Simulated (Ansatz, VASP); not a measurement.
One calculation of SrO, two programs

```
Sr O
1.0
     0.00000    2.53559    2.53559
     2.53559    0.00000    2.53559
     2.53559    2.53559    0.00000
Sr O
1 1
Direct
  0.00000 0.00000 0.00000
  0.50000 0.50000 0.50000
```

Change from the starting cell: strained cell.

Alike in both runs: functional PBEsol; k mesh 6 × 6 × 6; occupations gaussian, width 0.02 eV; no spin polarisation.

Ansatz relaxed the structure, and its values are those at the end. VASP's run is a single point on that final structure, the one shown.

|  | VASP | Ansatz |
| --- | --- | --- |
| version | VASP 6.6.1 | Ansatz 0.2.0 |
| potentials or method | VASP PAW PBE potentials, release 64 (Sr_sv, O), cutoff 600 eV | scalar-relativistic, plane waves, PAW |
| valence electrons in the cell | 16 | 16 |

Ansatz gave:

```
gap on the k mesh at the Fermi level (eV) : 3.17
least direct gap on the mesh (eV)         : 3.22
pressure (GPa)                            : 3.0
```

Estimate VASP's values.

gap on the k mesh at the Fermi level (eV): 3.12; least direct gap on the mesh (eV): 3.18; pressure (GPa): 3.7.

VASP's potentials were made for PBE, not for PBEsol. Ansatz's warnings: stress scf threshold loose.
